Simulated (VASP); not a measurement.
Input of a VASP 6.6.1 run:

File INCAR:

```
PREC = Accurate
ENCUT = 520
EDIFF = 1E-6
ISMEAR = 0
SIGMA = 0.1
LREAL = False
LASPH = True
NELM = 60
ALGO = Fast
ISIF = 2
LWAVE = False
LCHARG = False
GGA = PE
NBANDS = 45
```

KPOINTS

```
Automatic mesh
0
Gamma
  6 6 2
```

The input POSCAR:

```
CaNb2
1.0
    3.5126857210      0.0000000000      0.0000000000
    0.0000000000      3.5126857210      0.0000000000
    0.0000000000      0.0000000000     12.6743992461
Ca Nb
2 4
Direct
    0.0000000000      0.0000000000      0.0000000000
    0.5000000000      0.5000000000      0.5000000000
    0.0000000000      0.5000000000      0.2147542773
    0.0000000000      0.5000000000      0.7147542773
    0.5000000000      0.0000000000      0.2852457227
    0.5000000000      0.0000000000      0.7852457227
```

Potentials or basis: VASP PAW PBE potentials, release 64 (Ca_sv, Nb_sv).

Command:

```bash
$ cat potpaw_PBE.64/Ca_sv/POTCAR potpaw_PBE.64/Nb_sv/POTCAR > POTCAR
$ mpirun -np 1 vasp_std > vasp.out
```

(1) What does it give for the pressure?

(2) Predict the band gap on the k mesh.

Answers

(1) -0.2 GPa.

(2) zero (bands 36 and 37 overlap by 0.80 eV).
